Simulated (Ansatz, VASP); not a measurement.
## WS in VASP and in Ansatz

The input INCAR:

```
SYSTEM = WS
  PREC = Accurate
  ENCUT = 520
  EDIFF = 1E-6
  ISMEAR = 0
  SIGMA = 0.1
  LREAL = .False.
  LASPH = .True.
  NELM = 150
  ALGO = Normal
  ISIF = 2
  LWAVE = .False.
  LCHARG = .False.
  ISPIN = 2
  MAGMOM = 1 -1 0 0
  LORBIT = 11
  LMAXMIX = 4
  LDAU = .True.
  LDAUTYPE = 2
  LDAUL = 2 -1
  LDAUU = 6.2 0
  LDAUJ = 0 0
  LDAUPRINT = 1
  GGA = PE
  NBANDS = 32
```

The input KPOINTS:

```
Automatic mesh
0
Gamma
  14 14 7
  0 0 0
```

Contents of POSCAR:

```
WS
1.0
    0.0000000000      2.7419823685      2.7419823685
    5.4839647370      2.7419823685      2.7419823685
    5.4839647370      5.4839647370      0.0000000000
W S
2 2
Direct
    0.0000000000      1.0000000000      1.0000000000
    0.0000000000      1.0000000000      0.5000000000
    0.5000000000      0.5000000000      0.0000000000
    0.5000000000      0.5000000000      0.5000000000
```

Input for Ansatz:

```yaml
crystal:
  lattice:
    - [0.0, 2.7419823685, 2.7419823685]
    - [5.483964737, 2.7419823685, 2.7419823685]
    - [5.483964737, 5.483964737, 0.0]
  atoms:
    - { symbol: W, position: [0.0, 1.0, 1.0], spin: 1.0 }
    - { symbol: S, position: [0.5, 0.5, 0.0] }
    - { symbol: W, position: [0.0, 1.0, 0.5], spin: -1.0 }
    - { symbol: S, position: [0.5, 0.5, 0.5] }
basis:
  ecutwfc: 420
kpoints:
  mp_grid: { grid: [14, 14, 7] }
hamiltonian:
  xc: pbe
  hubbard: { sites: [{ species: W, l: d, u_eff: 6.2 }] }
scf:
  occupations: { method: gaussian, width: 0.1 }
output:
  forces: true
  stress: true
  eigenvalues: true
  populations: true
magnetization:
  spin_polarized: true
```

Alike in both runs: task single point; functional PBE; k mesh 14 × 14 × 7; occupations gaussian, width 0.1 eV; collinear spin; Hubbard terms W d U = 6.2 eV.

|  | VASP | Ansatz |
| --- | --- | --- |
| version | VASP 6.6.1 | Ansatz 0.2.0 |
| potentials or method | VASP PAW PBE potentials, release 64 (W_sv, S), cutoff 520 eV | scalar-relativistic, plane waves, PAW |
| valence electrons in the cell | 40 | 40 |

```tsv
	VASP	Ansatz	Ansatz less VASP
gap on the k mesh at the Fermi level (eV)	none	none	-
pressure (GPa)	-4.6	-1.5	+3.00
net moment per atom (μB)	0.00	0.00	0.000
size of the moment on the site where the two differ most (μB)	3.10	2.90	-0.204
```

Site moments also hang on the region over which each program counts them. The programs project onto different local orbitals, so the same U acts differently, and such runs can settle in different states. A gap of «none» marks a metal or a gap that the smearing closes. Ansatz's warnings: filled band counts differ across k points, minimisation memory short.

Neither program's run includes spin-orbit coupling.
